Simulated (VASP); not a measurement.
Write the native input for VASP 6.6.1 that does the following.

- Task: single point
- Functional: LDA
- Potentials or basis: VASP PAW LDA potentials, release 64 (C)
- Cutoff: 520 eV
- k mesh: 13 × 13 × 13
- Occupations: fermi-dirac, width 0.05 eV
- Spin: no spin polarisation
- Dipole correction: no
- Further INCAR settings: ALGO = Normal; EDIFF = 1e-06; NBANDS = 11

The structure of C lies in POSCAR:

```
C
1.0
    0.0000000000      1.7592674508      1.7592674508
    1.7592674508      0.0000000000      1.7592674508
    1.7592674508      1.7592674508      0.0000000000
C
2
Direct
    0.7500000000      0.7500000000      0.7500000000
    0.5000000000      0.5000000000      0.5000000000
```

These files were run (other wordings do the same):

INCAR

```
  ALGO = Normal
  EDIFF = 1E-6
  ENCUT = 520
  GGA = CA
  ISIF = 2
  ISMEAR = -1
  LASPH = T
  LCHARG = T
  LELF = T
  LREAL = F
  LVHAR = T
  LWAVE = F
  NBANDS = 11
  NELM = 80
  PREC = Accurate
  SIGMA = 0.05
```

KPOINTS

```
k-points
0
Gamma
  13 13 13
```

Potentials or basis: VASP PAW LDA potentials, release 64 (C).

Command:

```sh
$ cat potpaw_LDA.64/C/POTCAR > POTCAR
$ mpirun -np 1 vasp_std > vasp.out
```

Results of the run:

```json
{
  "Pressure": "7.0 GPa",
  "Band gap on the k mesh": "4.21 eV, indirect (least direct gap 5.66 eV)"
}
```

It took 21 s on 1 thread of AMD EPYC 7R13, on a shared host, peak memory 0.08 GiB.
